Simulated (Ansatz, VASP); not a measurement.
# Two plane-wave programs on AlN

```xyz
2
Lattice="0.0000 2.1849 2.2504 2.1849 0.0000 2.2504 2.1849 2.1849 0.0000" Properties=species:S:1:pos:R:3 pbc="T T T"
Al    0.0000    0.0000    0.0000
N     3.2774    3.2774    3.3757
```

Change from the starting cell: strain +0.000 along x and y, +0.030 along z, atoms carried along.

Alike in both runs: task single point; functional r2SCAN; k mesh 10 × 10 × 10; occupations gaussian, width 0.05 eV; no spin polarisation.

```csv
,VASP,Ansatz
version,VASP 6.6.1,Ansatz 0.2.0
potentials or method,"VASP PAW PBE potentials, release 64 (Al, N), cutoff 520 eV","scalar-relativistic, plane waves, PAW"
valence electrons in the cell,8,8
```

```tsv
	VASP	Ansatz	Ansatz less VASP
gap on the k mesh at the Fermi level (eV)	3.82	3.83	+0.007
least direct gap on the mesh (eV)	4.56	4.52	-0.037
pressure (GPa)	-6.3	-5.9	+0.40
traceless stress, the component that is largest in VASP (GPa)	-3.20	-3.19	+0.009
```

VASP's potentials were made for PBE, not for r2SCAN.
